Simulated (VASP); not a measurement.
# Li: single point with BLYP

The system is Li.

```
Li
1.0
     0.00000    2.95318    2.95318
     2.95318    0.00000    2.95318
     2.95318    2.95318    0.00000
Li
2
Direct
  0.12500 0.12500 0.12500
  0.87500 0.87500 0.87500
```

This cell differs from its parent crystal: volume scaled by 0.92.

```
Program             : VASP 6.6.1
Task                : single point
Functional          : BLYP
Potentials or basis : VASP PAW PBE potentials, release 64 (Li_sv)
Cutoff              : 520 eV
k mesh              : 10 × 10 × 10
Occupations         : fermi-dirac, width 0.1 eV
Spin                : no spin polarisation
```

```json
{
 "Band gap on the k mesh": "zero (band 3 reaches 1.08 eV, above the bottom of band 4 at 0.20 eV)"
}
```

Levels at points of the mesh, in eV from the Fermi level:
```tsv
k point	band 1	band 2	band 3	band 4	band 5	band 6	band 7
(0.00, 0.00, 0.00)	-48.33	-48.25	-3.28	5.37	5.37	5.37	6.59
(0.50, 0.00, 0.00)	-48.31	-48.27	-1.15	-0.36	4.03	4.03	7.02
(0.50, 0.50, 0.00)	-48.29	-48.29	0.10	0.10	2.14	2.14	5.72
```

Wall time 10 s on 1 thread of Intel(R) Xeon(R) 6975P-C (Granite Rapids), on a shared host, peak memory 0.16 GiB.
